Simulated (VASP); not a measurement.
GaCo, 2 atoms in the cell. The structure is cubic, space group Pm-3m (No. 221). The conventional cell has a = 2.878 Å, b = 2.878 Å, c = 2.878 Å, α = 90.00°, β = 90.00°, γ = 90.00°. Within 3.3 Å of Ga (site symmetry m-3m) lie 8 Co at 2.49 Å and 6 Ga at 2.88 Å. Co (site symmetry m-3m) has 8 Ga at 2.49 Å and 6 Co at 2.88 Å within 3.3 Å. 

```yaml
Program: VASP 6.6.1
Task: single point
Functional: PBE
Potentials_or_basis: VASP PAW PBE potentials, release 64 (Ga_d, Co)
Cutoff: 520 eV
k_mesh: 8 × 8 × 8
Occupations: fermi-dirac, width 0.05 eV
Spin: collinear spin, ferromagnetic start
Starting_moments: "[0.0, 2.0] μB"
Fixed_moment: 2 μB
Dipole_correction: no
Further_INCAR_settings: ALGO = Normal; EDIFF = 1e-06; NBANDS = 22
```

Potentials or basis: VASP PAW PBE potentials, release 64 (Ga_d, Co).

Launch:

```sh
$ cat potpaw_PBE.64/Ga_d/POTCAR potpaw_PBE.64/Co/POTCAR > POTCAR
$ mpirun -np 1 vasp_std > vasp.out
```

Hardware: 1 thread of Intel(R) Xeon(R) Platinum 8259CL CPU @ 2.50GHz (Skylake/Cascade Lake), with other jobs on the host.

Question: How long does it take, and how much memory?

Answer: It took 33 s on 1 thread of Intel(R) Xeon(R) Platinum 8259CL CPU @ 2.50GHz (Skylake/Cascade Lake) (shared host), peak memory 0.16 GiB. Counts: scf iterations 14, k points 35.
